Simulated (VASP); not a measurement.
# Ni (Fm-3m) in VASP: notebook

Ni is run at these levels: PBEsol; tasks: single point.

Program: VASP 6.6.1. These are calculated values, not measurements. Logs are shortened: lines on timing, memory, paths and dates and some standing lists are left out, and cuts for length are marked.

### Step 1. The cell of the first run

Symmetry: Fm-3m, No. 225, cubic system. Conventional cell: a = 3.393 Å, b = 3.393 Å, c = 3.393 Å, α = 90.00°, β = 90.00°, γ = 90.00°. Ni (site symmetry m-3m) has 12 Ni at 2.40 Å within 3.2 Å.

### Step 2. Single point, PBEsol, collinear spin, ferromagnetic start (volume scaled by 0.94)

File INCAR:

```
PREC     = Accurate       # precision mode
ENCUT    = 520            # plane-wave cutoff, eV
EDIFF    = 1E-6           # SCF threshold, eV
ISMEAR   = -1             # smearing method
SIGMA    = 0.05           # smearing width, eV
LREAL    = False          # projectors in reciprocal space
LASPH    = True           # aspherical terms in the spheres
NELM     = 150            # most SCF steps
ALGO     = Normal         # electronic algorithm
ISIF     = 2              # what is computed and relaxed
LWAVE    = False          # write WAVECAR
LCHARG   = False          # write CHGCAR
ISPIN    = 2              # spin polarisation
MAGMOM   = 1              # initial moments
LORBIT   = 11             # projections on sites
LMAXMIX  = 4              # l up to which the mixer works
GGA      = PS             # functional
NBANDS   = 15             # bands
```

File KPOINTS:

```
Automatic mesh
0
Gamma
  20 20 20
```

File POSCAR:

```
Ni
1.0
    0.0000000000      1.6962622120      1.6962622120
    1.6962622120      0.0000000000      1.6962622120
    1.6962622120      1.6962622120      0.0000000000
Ni
1
Direct
    0.0000000000      0.0000000000      0.0000000000
```

Potentials or basis: VASP PAW PBE potentials, release 64 (Ni).

Run with:

```
$ cat potpaw_PBE.64/Ni/POTCAR > POTCAR
$ mpirun -np 1 vasp_std > vasp.out
```

OUTCAR:

```text
PREC = Accurate
   ENCUT = 520
   EDIFF = 1E-6
   ISMEAR = -1
   LREAL = False
   LASPH = True
   NELM = 150
   ISIF = 2
   ISPIN = 2
   LORBIT = 11
   GGA = PS

 ion  position               nearest neighbor table
   1  0.000  0.000  0.000-

  LATTYP: Found a face centered cubic cell.
 ALAT       =     3.3925244240

  Lattice vectors:

 A1 = (   0.0000000000,   1.6962622120,   1.6962622120)
 A2 = (   1.6962622120,   0.0000000000,   1.6962622120)
 A3 = (   1.6962622120,   1.6962622120,   0.0000000000)

Analysis of symmetry for initial positions (statically):
=====================================================================
 Subroutine PRICEL returns:
 Original cell was already a primitive cell.

 Routine SETGRP: Setting up the symmetry group for a
 face centered cubic supercell.

 Subroutine GETGRP returns: Found 48 space group operations
 (whereof 48 operations were pure point group operations)
 out of a pool of 48 trial point group operations.

The static configuration has the point symmetry O_h .

Analysis of symmetry for dynamics (positions and initial velocities):
=====================================================================
 Subroutine PRICEL returns:
 Original cell was already a primitive cell.

 Routine SETGRP: Setting up the symmetry group for a
 face centered cubic supercell.

 Subroutine GETGRP returns: Found 48 space group operations
 (whereof 48 operations were pure point group operations)
 out of a pool of 48 trial point group operations.

The dynamic configuration has the point symmetry O_h .

Analysis of structural, dynamic, and magnetic symmetry:
=====================================================================
 Subroutine PRICEL returns:
 Original cell was already a primitive cell.

 Routine SETGRP: Setting up the symmetry group for a
 face centered cubic supercell.

 Subroutine GETGRP returns: Found 48 space group operations
 (whereof 48 operations were pure point group operations)
 out of a pool of 48 trial point group operations.

The overall configuration has the point symmetry O_h .

 Subroutine INISYM returns: Found 48 space group operations
 (whereof 48 operations are pure point group operations),
 and found     1 'primitive' translations

----------------------------------------------------------------------------------------

                                     Primitive cell

  volume of cell :       9.7613

  direct lattice vectors                    reciprocal lattice vectors
     0.000000000  1.696262212  1.696262212    -0.294765748  0.294765748  0.294765748
     1.696262212  0.000000000  1.696262212     0.294765748 -0.294765748  0.294765748
     1.696262212  1.696262212  0.000000000     0.294765748  0.294765748 -0.294765748

  length of vectors
     2.398877026  2.398877026  2.398877026     0.510549252  0.510549252  0.510549252

  position of ions in fractional coordinates (direct lattice)
     0.000000000  0.000000000  0.000000000

  ion indices of the primitive-cell ions
   primitive index   ion index
                 1           1

----------------------------------------------------------------------------------------

 KPOINTS: Automatic mesh

Automatic generation of k-mesh.
 Grid dimensions read from file:
 generate k-points for:   20   20   20

 Generating k-lattice:

  Cartesian coordinates                     Fractional coordinates (reciprocal lattice)
    -0.014738287  0.014738287  0.014738287     0.050000000  0.000000000  0.000000000
     0.014738287 -0.014738287  0.014738287     0.000000000  0.050000000  0.000000000
     0.014738287  0.014738287 -0.014738287     0.000000000  0.000000000  0.050000000

  Length of vectors
     0.025527463  0.025527463  0.025527463

  Shift w.r.t. Gamma in fractional coordinates (k-lattice)
     0.000000000  0.000000000  0.000000000

 Subroutine IBZKPT returns following result:
 ===========================================

 Found    256 irreducible k-points:

 Following reciprocal coordinates:
            Coordinates               Weight
  0.000000  0.000000  0.000000      1.000000
  0.050000  0.000000  0.000000      8.000000
  0.100000  0.000000  0.000000      8.000000
  0.150000  0.000000  0.000000      8.000000
  0.200000  0.000000  0.000000      8.000000
  0.250000  0.000000  0.000000      8.000000
[... 16 lines left out ...]
 -0.400000  0.050000  0.000000     24.000000
 -0.350000  0.050000  0.000000     24.000000
 [... further k-points ...]
   k-points           NKPTS =    256   k-points in BZ     NKDIM =    256   number of bands    NBANDS=     15
   number of dos      NEDOS =    301   number of ions     NIONS =      1
   total plane-waves  NPLWV =   5832
   dimension x,y,z NGX =    18 NGY =   18 NGZ =   18
   dimension x,y,z NGXF=    36 NGYF=   36 NGZF=   36
   ions per type =               1
   NGX,Y,Z   is equivalent  to a cutoff of  12.47, 12.47, 12.47 a.u.
   NGXF,Y,Z  is equivalent  to a cutoff of  24.95, 24.95, 24.95 a.u.
 SYSTEM =  unknown system
   PREC   = accura    normal or accurate (medium, high low for compatibility)
   ISTART =      0    job   : 0-new  1-cont  2-samecut
   ICHARG =      2    charge: 1-file 2-atom 10-const
   ISPIN  =      2    spin polarized calculation?
   LNONCOLLINEAR =      F non collinear calculations
   LSORBIT =      F    spin-orbit coupling
   LASPH  =      T    aspherical Exc in radial PAW
   ENCUT  =  520.0 eV  38.22 Ry    6.18 a.u.   4.46  4.46  4.46*2*pi/ulx,y,z
   NELM   =    150;   NELMIN=  2; NELMDL= -5     # of ELM steps
   EDIFF  = 0.1E-05   stopping-criterion for ELM
   LREAL  =      F    real-space projection
   EDIFFG = 0.1E-04   stopping-criterion for IOM
   NSW    =      0    number of steps for IOM
   IBRION =     -1    ionic relax: 0-MD 1-quasi-New 2-CG
   NFREE  =      0    steps in history (QN), initial steepest desc. (CG)
   ISIF   =      2    stress and relaxation
   ISYM   =      2    0-nonsym 1-usesym 2-fastsym
   POTIM  = 0.5000    time-step for ionic-motion
   TEBEG  =    0.0;   TEEND  =   0.0 temperature during run
   PSTRESS=    0.0 pullay stress
   NELECT =      10.0000    total number of electrons
   NUPDOWN=      -1.0000    fix difference up-down
   EMIN   =  10.00;   EMAX   =-10.00  energy-range for DOS
   EFERMI =   0.00;   METHOD = LEGACY
   ISMEAR =    -1;   SIGMA  =   0.05  broadening in eV -4-tet -1-fermi 0-gaus
   EFERMI_NEDOS =   21; number of points for ismear=-14 and -15
   IALGO  =     38    algorithm
   IMIX   =      4    mixing-type and parameters
     AMIX     =   0.40;   BMIX     =  1.00
     AMIX_MAG =   1.60;   BMIX_MAG =  1.00
  volume/ion in A,a.u.               =       9.76        65.87
  Fermi-wavevector in a.u.,A,eV,Ry     =   1.650334  3.118679 37.056859  2.723602
  Thomas-Fermi vector in A             =   2.739301
   LORBIT       =     11    0 simple, 1 ext, 2 COOP (PROOUT), +10 PAW based schemes
   GGA     = PS    functional components
   LHFCALC =     F    Hartree Fock is set to
   AEXX    =    0.0000 exact exchange contribution
   IVDW    =     0    specifies the selected vdW correction
   LEPSILON=     F    determine dielectric tensor
   LRPA    =     F    only Hartree local field effects (RPA)
 spin polarized calculation
  energy-cutoff  :      520.00
  volume of cell :        9.76
 maximum number of plane-waves:       278
 NGX is ok and might be reduce to    18
   NGX =  9   NGY =  9   NGZ =  9

 number of electron      10.0000000 magnetization       1.0000000

 number of electron       9.9999997 magnetization       0.6108120

 Free energy of the ion-electron system (eV)
  ---------------------------------------------------
  ext. energy  EPLUGINS =         0.00000000
  ---------------------------------------------------
  free energy    TOTEN  =        -6.11282700 eV

  energy without entropy =       -6.09997657  energy(sigma->0) =       -6.10640178

 E-fermi :  10.8084     XC(G=0): -14.0924

 val. band max:       10.8082036830   @ k =   0.4000   0.0000   0.0000
 cond. band min:      10.8093062793   @ k =   0.4500   0.1500   0.0500
 fundamental gap:      0.0011025963
 Fermi energy:        10.8084451258

 spin component 1

 k-point     1 :       0.0000    0.0000    0.0000
  band No.  band energies     occupation
      1       0.9660      1.00000
      2       8.0935      1.00000
      3       8.0935      1.00000
      4       8.0935      1.00000
      5       9.4547      1.00000
      6       9.4547      1.00000
      7      35.4198      0.00000
      8      40.1224      0.00000
      9      40.1224      0.00000
     10      40.1224      0.00000
     11      43.4738      0.00000
     12      43.4738      0.00000
     13      43.4738      0.00000
     14      46.1823      0.00000
     15      53.7845      0.00000
[... 397 lines left out ...]
 k-point    24 :      -0.3500    0.0500    0.0000
  band No.  band energies     occupation
      1       5.0009      1.00000
      2       8.1723      1.00000
      3       8.2367      1.00000
      4       8.3334      1.00000
      5       9.8645      1.00000
      6      10.2643      0.99998
      7      20.8345      0.00000
      8      33.6320      0.00000
      9      36.4077      0.00000
     10      38.7442      0.00000
     11      40.5211      0.00000
     12      42.4902      0.00000
     13      47.2202      0.00000
     14      54.3562      0.00000
     15      54.9351      0.00000

 [... further k-points ...]

 spin component 2

 k-point     1 :       0.0000    0.0000    0.0000
  band No.  band energies     occupation
      1       0.9645      1.00000
      2       8.7962      1.00000
      3       8.7962      1.00000
      4       8.7962      1.00000
      5      10.0549      1.00000
      6      10.0549      1.00000
      7      35.3258      0.00000
      8      40.1209      0.00000
      9      40.1209      0.00000
     10      40.1209      0.00000
     11      43.6059      0.00000
     12      43.6059      0.00000
     13      43.6059      0.00000
     14      46.1056      0.00000
     15      54.0087      0.00000
[... 397 lines left out ...]
 k-point    24 :      -0.3500    0.0500    0.0000
  band No.  band energies     occupation
      1       5.2322      1.00000
      2       8.6679      1.00000
      3       8.7975      1.00000
      4       8.8520      1.00000
      5      10.5712      0.99138
      6      10.9407      0.06625
      7      21.1025      0.00000
      8      33.6171      0.00000
      9      36.4621      0.00000
     10      38.8592      0.00000
     11      40.5933      0.00000
     12      42.5469      0.00000
     13      47.3255      0.00000
     14      54.4596      0.00000
     15      55.7482      0.00000

 [... further k-points ...]
[... 5 lines left out ...]
  --------------------------------------------------------------------------------------
  -------------------------------------------------------------------------------------
  Total        0.9925712      0.9925712      0.9925712      0.0000000      0.0000000     -0.0000000
  in kB      162.9158372    162.9158372    162.9158372      0.0000000      0.0000000     -0.0000000
  external PRESSURE =     162.9158372 kB  Pullay stress =       0.0000000 kB

 VOLUME and BASIS-vectors are now :
 -----------------------------------------------------------------------------
  energy-cutoff  :      520.00
  volume of cell :        9.76
      direct lattice vectors                 reciprocal lattice vectors
     0.000000000  1.696262212  1.696262212    -0.294765748  0.294765748  0.294765748
     1.696262212  0.000000000  1.696262212     0.294765748 -0.294765748  0.294765748
     1.696262212  1.696262212  0.000000000     0.294765748  0.294765748 -0.294765748

 POSITION                                       TOTAL-FORCE (eV/Angst)
 -----------------------------------------------------------------------------------
      0.00000      0.00000      0.00000         0.000000      0.000000      0.000000
 -----------------------------------------------------------------------------------
    total drift:                                0.000000     -0.000000     -0.000000

  FREE ENERGIE OF THE ION-ELECTRON SYSTEM (eV)
  ---------------------------------------------------
  free  energy   TOTEN  =        -6.1128269993 eV

  energy  without entropy=       -6.0999765659  energy(sigma->0) =       -6.10640178

 total charge

# of ion       s       p       d       tot
------------------------------------------
    1        0.551   0.609   8.371   9.531

 magnetization (x)

# of ion       s       p       d       tot
------------------------------------------
    1       -0.006  -0.024   0.642   0.611
```

Run time: 33 s. Hardware: 1 thread of Intel Xeon 6975P-C (Granite Rapids), shared host; peak memory 0.17 GiB.

Results:

```yaml
Free_energy: -6.1128 eV
Pressure: 16.3 GPa
Net_moment: 0.61 μB per cell
Site_moments: Ni +0.61 μB
Valence_electrons_inside_the_program's_atomic_spheres: Ni 9.53
```

Caveat: the cell differs from its parent crystal (volume scaled by 0.94); the PAW data sets were made with another functional, which shifts forces and pressure a little.

### Step 3. Single point, PBEsol, collinear spin, ferromagnetic start (volume scaled by 0.94)

File INCAR:

```
SYSTEM = Ni
  ALGO = Normal
  EDIFF = 1E-7
  ENCUT = 520
  GGA = PS
  ISIF = 2
  ISMEAR = -1
  ISPIN = 2
  LASPH = .TRUE.
  LCHARG = .TRUE.
  LELF = .TRUE.
  LMAXMIX = 4
  LORBIT = 11
  LREAL = .FALSE.
  LVHAR = .TRUE.
  LWAVE = .FALSE.
  MAGMOM = 1
  NBANDS = 15
  NELM = 150
  PREC = Accurate
  SIGMA = 0.05
```

File KPOINTS:

```
k-points
0
G
  20 20 20
  0 0 0
```

POSCAR is that of step 2.

Potentials or basis: VASP PAW PBE potentials, release 64 (Ni).

Run with:

```
$ cat potpaw_PBE.64/Ni/POTCAR > POTCAR
$ mpirun -np 1 vasp_std > vasp.out
```

Run time: 33 s. Hardware: 1 thread of Intel Xeon 6975P-C (Granite Rapids), shared host; peak memory 0.16 GiB.

It converged, with:

```yaml
Free_energy: -6.1128 eV
Pressure: 16.3 GPa
Net_moment: 0.61 μB per cell
Site_moments: Ni +0.61 μB
Valence_electrons_inside_the_program's_atomic_spheres: Ni 9.53
```

Levels at points of the mesh, in eV from the Fermi level:
Spin up:
| k point | band 1 | band 2 | band 3 | band 4 | band 5 | band 6 | band 7 | band 8 | band 9 | band 10 |
| --- | --- | --- | --- | --- | --- | --- | --- | --- | --- | --- |
| (0.00, 0.00, 0.00) | -9.84 | -2.71 | -2.71 | -2.71 | -1.35 | -1.35 | 24.61 | 29.31 | 29.31 | 29.31 |
| (0.50, 0.00, 0.00) | -5.48 | -2.72 | -2.72 | -0.56 | -0.56 | -0.55 | 6.47 | 23.05 | 26.56 | 26.56 |
| (0.50, 0.50, 0.00) | -5.36 | -4.81 | -0.51 | -0.38 | -0.38 | 2.47 | 10.21 | 15.81 | 15.81 | 21.12 |
Spin down:
| k point | band 1 | band 2 | band 3 | band 4 | band 5 | band 6 | band 7 | band 8 | band 9 | band 10 |
| --- | --- | --- | --- | --- | --- | --- | --- | --- | --- | --- |
| (0.00, 0.00, 0.00) | -9.84 | -2.01 | -2.01 | -2.01 | -0.75 | -0.75 | 24.52 | 29.31 | 29.31 | 29.31 |
| (0.50, 0.00, 0.00) | -5.07 | -2.12 | -2.12 | -0.57 | 0.18 | 0.18 | 6.89 | 22.96 | 26.66 | 26.66 |
| (0.50, 0.50, 0.00) | -5.01 | -4.24 | 0.11 | 0.43 | 0.43 | 2.47 | 10.48 | 15.84 | 15.84 | 21.33 |

Caveat: the cell differs from its parent crystal (volume scaled by 0.94); the PAW data sets were made with another functional, which shifts forces and pressure a little.

### Step 4. Single point, PBEsol, collinear spin, ferromagnetic start

This run uses another cell than the first one, of 10.38 Å³/atom, 1.064 times its volume.

File INCAR:

```
SYSTEM = Ni
  PREC = Accurate
  ENCUT = 520
  EDIFF = 1E-6
  ISMEAR = -1
  SIGMA = 0.05
  LREAL = .False.
  LASPH = .True.
  NELM = 150
  ALGO = Normal
  ISIF = 2
  LWAVE = .False.
  LCHARG = .True.
  ISPIN = 2
  MAGMOM = 1
  LORBIT = 11
  LMAXMIX = 4
  GGA = PS
  LELF = .True.
  LVHAR = .True.
  NBANDS = 15
```

File KPOINTS:

```
regular mesh
0
Gamma
  20 20 20
  0 0 0
```

File POSCAR:

```
Ni
1.0
    0.0000000000      1.7316111335      1.7316111335
    1.7316111335      0.0000000000      1.7316111335
    1.7316111335      1.7316111335      0.0000000000
Ni
1
Direct
    0.0000000000      0.0000000000      0.0000000000
```

Run with:

```
$ cat potpaw_PBE.64/Ni/POTCAR > POTCAR
$ mpirun -np 1 vasp_std > vasp.out
```

Wall time 33 s (1 thread of Intel Xeon 6975P-C (Granite Rapids), shared host); peak memory 0.17 GiB.

The run converged. Its results:

```yaml
Free_energy: -6.1427 eV
Pressure: -0.1 GPa
Net_moment: 0.62 μB per cell
Site_moments: Ni +0.63 μB
Valence_electrons_inside_the_program's_atomic_spheres: Ni 9.40
```

Levels at points of the mesh, in eV from the Fermi level:
Spin up:
| k point | band 3 | band 4 | band 5 | band 6 | band 7 | band 8 |
| --- | --- | --- | --- | --- | --- | --- |
| (0.00, 0.00, 0.00) | -2.54 | -2.54 | -1.30 | -1.30 | 24.09 | 28.30 |
| (0.50, 0.00, 0.00) | -2.54 | -0.58 | -0.58 | -0.43 | 5.98 | 22.57 |
| (0.50, 0.50, 0.00) | -0.53 | -0.43 | -0.43 | 2.42 | 9.62 | 15.21 |
Spin down:
```csv
k point,band 1,band 2,band 3,band 4,band 5,band 6,band 7,band 8,band 9,band 10
"(0.00, 0.00, 0.00)",-9.40,-1.83,-1.83,-1.83,-0.69,-0.69,23.99,28.30,28.30,28.30
"(0.50, 0.00, 0.00)",-4.69,-1.92,-1.92,-0.46,0.16,0.16,6.41,22.46,25.53,25.53
"(0.50, 0.50, 0.00)",-4.59,-3.86,0.10,0.40,0.40,2.42,9.89,15.24,15.24,20.49
```

Caveat: the PAW data sets were made with another functional, which shifts forces and pressure a little.

### Step 5. Single point, PBEsol, collinear spin, ferromagnetic start

This run uses another cell than the first one, of 10.38 Å³/atom, 1.064 times its volume.

File INCAR:

```
PREC = Accurate
ENCUT = 520
EDIFF = 1E-7
ISMEAR = -1
SIGMA = 0.05
LREAL = False
LASPH = True
NELM = 150
ALGO = Normal
ISIF = 2
LWAVE = False
LCHARG = False
ISPIN = 2
MAGMOM = 1
LORBIT = 11
LMAXMIX = 4
GGA = PS
NBANDS = 15
```

File KPOINTS:

```
regular mesh
0
Gamma
  20 20 20
```

POSCAR is that of step 4.

Run with:

```
$ cat potpaw_PBE.64/Ni/POTCAR > POTCAR
$ mpirun -np 1 vasp_std > vasp.out
```

It took 34 s on 1 thread of Intel Xeon 6975P-C (Granite Rapids), shared host; peak memory 0.17 GiB.

The run converged. Its results:

```yaml
Free_energy: -6.1427 eV
Pressure: 0.0 GPa
Net_moment: 0.62 μB per cell
Site_moments: Ni +0.63 μB
Valence_electrons_inside_the_program's_atomic_spheres: Ni 9.40
```

Levels at points of the mesh, in eV from the Fermi level:
Spin up:
| k point | band 1 | band 2 | band 3 | band 4 | band 5 | band 6 | band 7 | band 8 | band 9 | band 10 |
| --- | --- | --- | --- | --- | --- | --- | --- | --- | --- | --- |
| (0.00, 0.00, 0.00) | -9.39 | -2.54 | -2.54 | -2.54 | -1.30 | -1.30 | 24.09 | 28.30 | 28.30 | 28.30 |
| (0.50, 0.00, 0.00) | -5.11 | -2.54 | -2.54 | -0.58 | -0.58 | -0.43 | 5.98 | 22.57 | 25.43 | 25.43 |
| (0.50, 0.50, 0.00) | -4.95 | -4.45 | -0.53 | -0.43 | -0.43 | 2.42 | 9.62 | 15.21 | 15.21 | 20.29 |
Spin down:
| k point | band 2 | band 3 | band 4 | band 5 | band 6 | band 7 | band 8 | band 9 |
| --- | --- | --- | --- | --- | --- | --- | --- | --- |
| (0.00, 0.00, 0.00) | -1.83 | -1.83 | -1.83 | -0.69 | -0.69 | 23.99 | 28.30 | 28.30 |
| (0.50, 0.00, 0.00) | -1.92 | -1.92 | -0.46 | 0.16 | 0.16 | 6.41 | 22.46 | 25.53 |
| (0.50, 0.50, 0.00) | -3.86 | 0.10 | 0.40 | 0.40 | 2.42 | 9.89 | 15.24 | 15.24 |

Caveat: the PAW data sets were made with another functional, which shifts forces and pressure a little.
